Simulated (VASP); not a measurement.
Na, 8 atoms in the cell. Symmetry: Pm-3n, No. 223, cubic system. Conventional cell: a = 6.707 Å, b = 6.707 Å, c = 6.707 Å, α = 90.00°, β = 90.00°, γ = 90.00°. Within 4.9 Å of Na (site symmetry m-3) lie 12 Na at 3.75 Å. Na (site symmetry -4m2) has 14 Na at 3.35 to 4.11 Å within 4.4 Å. 

| Property | Result |
| --- | --- |
| Program | VASP 6.6.1 |
| Task | relaxation of cell and atoms |
| Functional | PBEsol |
| Potentials or basis | VASP PAW PBE potentials, release 64 (Na_pv) |
| Cutoff | 600 eV |
| k mesh | 4 × 4 × 4 |
| Occupations | fermi-dirac, width 0.1 eV |
| Spin | no spin polarisation |
| Dipole correction | no |
| Further INCAR settings | ALGO = Normal; EDIFF = 1e-06; IBRION = 2; EDIFFG = -0.01; NSW = 80; ISIF = 3 |

Potentials or basis: VASP PAW PBE potentials, release 64 (Na_pv).

Command:

```bash
$ cat potpaw_PBE.64/Na_pv/POTCAR > POTCAR
$ mpirun -np 1 vasp_std > vasp.out
```

Hardware: 1 thread of Intel(R) Xeon(R) Platinum 8488C (Sapphire Rapids), on a shared host.

Q: Estimate the wall time of this run.

A: It took 4.6 min on 1 thread of Intel(R) Xeon(R) Platinum 8488C (Sapphire Rapids), on a shared host, peak memory 0.44 GiB. Counts: scf iterations 29, k points 10, ion steps 4.
